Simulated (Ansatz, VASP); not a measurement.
# As in VASP and in Ansatz

```xyz
2
Lattice="3.5713 0.0000 0.0000 -1.7857 3.0929 0.0000 0.0000 0.0000 20.2953" Properties=species:S:1:pos:R:3 pbc="T T T"
As    0.0000    2.0619    5.8976
As    1.7857    1.0310    4.5000
```

Alike in both runs: task single point; functional PBE; dispersion D3(BJ); k mesh 9 × 9 × 1; occupations gaussian, width 0.05 eV; no spin polarisation.

|  | VASP | Ansatz |
| --- | --- | --- |
| version | VASP 6.6.1 | Ansatz 0.2.0 |
| potentials or method | VASP PAW PBE potentials, release 64 (As), cutoff 400 eV | scalar-relativistic, plane waves, PAW |
| valence electrons in the cell | 10 | 30 |

```csv
,VASP,Ansatz,Ansatz less VASP
gap on the k mesh at the Fermi level (eV),1.55,1.55,-0.003
least direct gap on the mesh (eV),2.03,2.05,+0.013
rms of the force components (eV/Å),0.053,0.000,-0.0530
```

Atom by atom the forces differ by 0.053 eV/Å (rms over components). VASP's potentials hold 10 valence electrons a cell and Ansatz's 30, so a difference there can come from the potentials and not from the codes.
